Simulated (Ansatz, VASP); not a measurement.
## Two plane-wave programs on CdI2

```xyz
3
Lattice="4.4562 0.0000 0.0000 -2.2281 3.8592 0.0000 0.0000 0.0000 7.2020" Properties=species:S:1:pos:R:3 pbc="T T T"
Cd    0.0000    0.0000    0.0000
I     0.0000    2.5728    1.7947
I     2.2281    1.2864    5.4072
```

Change from the starting cell: strain +0.050 along x and y, +0.050 along z, atoms carried along.

Alike in both runs: task single point; functional PBE; dispersion D3(BJ); k mesh 9 × 9 × 4; occupations gaussian, width 0.05 eV; no spin polarisation.

|  | VASP | Ansatz |
| --- | --- | --- |
| version | VASP 6.6.1 | Ansatz 0.2.0 |
| potentials or method | VASP PAW PBE potentials, release 64 (Cd, I), cutoff 500 eV | scalar-relativistic, plane waves, PAW |
| valence electrons in the cell | 26 | 54 |

|  | VASP | Ansatz | Ansatz less VASP |
| --- | --- | --- | --- |
| gap on the k mesh at the Fermi level (eV) | 2.03 | 2.04 | +0.009 |
| least direct gap on the mesh (eV) | 2.11 | 2.12 | +0.014 |
| pressure (GPa) | -3.2 | -3.3 | -0.06 |
| traceless stress, the component that is largest in VASP (GPa) | 0.17 | 0.17 | +0.007 |
| rms of the force components (eV/Å) | 0.243 | 0.249 | +0.0057 |

Atom by atom the forces differ by 0.006 eV/Å (rms over components). VASP's potentials hold 26 valence electrons a cell and Ansatz's 54, so a difference there can come from the potentials and not from the codes.

Neither program's run includes spin-orbit coupling.
